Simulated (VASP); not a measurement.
Write the native input for VASP 6.6.1 that does the following.

```
Task                   : single point
Functional             : PBE
Potentials or basis    : VASP PAW PBE potentials, release 64 (Nb_sv, P)
Cutoff                 : 520 eV
k mesh                 : 6 × 6 × 4
Occupations            : gaussian, width 0.1 eV
Spin                   : no spin polarisation
Dipole correction      : no
Further INCAR settings : ALGO = Normal; EDIFF = 1e-06; NBANDS = 26
```

The structure of NbP lies in POSCAR:

```
NbP
1.0
    3.4039538237      0.0000000000      0.0000000000
    0.0000000000      3.4039538237      0.0000000000
    0.0000000000      0.0000000000      5.6789804108
Nb P
2 2
Direct
    0.0000000000      0.5000000000      0.3342237552
    0.5000000000      0.0000000000      0.6657762448
    0.0000000000      0.0000000000      0.0000000000
    0.5000000000      0.5000000000      0.0000000000
```

These files were run (other wordings do the same):

INCAR

```
SYSTEM = NbP
PREC     = Accurate       ! precision mode
ENCUT    = 520            ! plane-wave cutoff, eV
EDIFF    = 1E-6           ! SCF threshold, eV
ISMEAR   = 0              ! smearing method
SIGMA    = 0.1            ! smearing width, eV
LREAL    = .False.        ! projectors in reciprocal space
LASPH    = .True.         ! aspherical terms in the spheres
NELM     = 60             ! most SCF steps
ALGO     = Normal         ! electronic algorithm
ISIF     = 2              ! what is computed and relaxed
LWAVE    = .False.        ! write WAVECAR
LCHARG   = .True.         ! write CHGCAR
GGA      = PE             ! functional
LELF     = .True.         ! ELF
LVHAR    = .True.       
NBANDS   = 26             ! bands
```

KPOINTS

```
Automatic mesh
0
Gamma
  6 6 4
  0 0 0
```

Potentials or basis: VASP PAW PBE potentials, release 64 (Nb_sv, P).

Command:

```console
$ cat potpaw_PBE.64/Nb_sv/POTCAR potpaw_PBE.64/P/POTCAR > POTCAR
$ mpirun -np 1 vasp_std > vasp.out
```

Results of the run:

```yaml
Pressure: -0.4 GPa
Largest_force: 0.020 eV/Å
Band_gap_on_the_k_mesh: zero (band 18 reaches 11.18 eV, above the bottom of band 19 at 10.14 eV)
```

Wall time 50 s on 1 thread of AMD EPYC 7R13 Processor (Zen 3), on a shared host, peak memory 0.16 GiB.
